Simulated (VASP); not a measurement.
Here is a VASP 6.6.1 calculation.

File INCAR:

```
SYSTEM = Ge
  PREC = Accurate
  ENCUT = 520
  EDIFF = 1E-6
  ISMEAR = -1
  SIGMA = 0.1
  LREAL = .False.
  LASPH = .True.
  NELM = 100
  ALGO = Normal
  ISIF = 2
  LWAVE = .False.
  LCHARG = .False.
  GGA = PE
  NBANDS = 13
```

KPOINTS

```
regular mesh
0
Gamma
  14 14 14
  0 0 0
```

Contents of POSCAR:

```
Ge
1.0
    0.0000000000      2.1666528752      2.1666528752
    2.1666528752      0.0000000000      2.1666528752
    2.1666528752      2.1666528752      0.0000000000
Ge
1
Direct
    0.0000000000      0.0000000000      0.0000000000
```

Potentials or basis: VASP PAW PBE potentials, release 64 (Ge_d).

Command:

```sh
$ cat potpaw_PBE.64/Ge_d/POTCAR > POTCAR
$ mpirun -np 1 vasp_std > vasp.out
```

Task: Predict the pressure.

Result: -2.1 GPa.

Task: Estimate the band gap on the k mesh.

Result: Zero (band 7 reaches 14.30 eV, above the bottom of band 8 at 3.90 eV).
